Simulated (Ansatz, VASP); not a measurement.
MoS2 in VASP and in Ansatz

```
CELL_PARAMETERS angstrom
3.14066 0.00000 0.00000
-1.57033 2.71989 0.00000
0.00000 0.00000 30.04000
ATOMIC_POSITIONS crystal
S 0.66667 0.33333 0.23307
S 0.66667 0.33333 0.33683
Mo 0.33333 0.66667 0.28495
```

Alike in both runs: functional PBEsol; k mesh 12 × 12 × 1; occupations gaussian, width 0.03 eV; no spin polarisation.

Ansatz relaxed the structure, and its values are those at the end. VASP's run is a single point on that final structure, the one shown.

|  | VASP | Ansatz |
| --- | --- | --- |
| version | VASP 6.6.1 | Ansatz 0.2.0 |
| potentials or method | VASP PAW PBE potentials, release 64 (S, Mo_sv), cutoff 400 eV | scalar-relativistic, plane waves, PAW |
| valence electrons in the cell | 26 | 26 |

|  | VASP | Ansatz | Ansatz less VASP |
| --- | --- | --- | --- |
| gap on the k mesh at the Fermi level (eV) | 1.81 | 1.81 | -0.005 |
| least direct gap on the mesh (eV) | 1.81 | 1.81 | -0.005 |

VASP's potentials were made for PBE, not for PBEsol, and Ansatz warns of the same on its side. Ansatz's warnings: slab cell height set, structure snapped to symmetry.
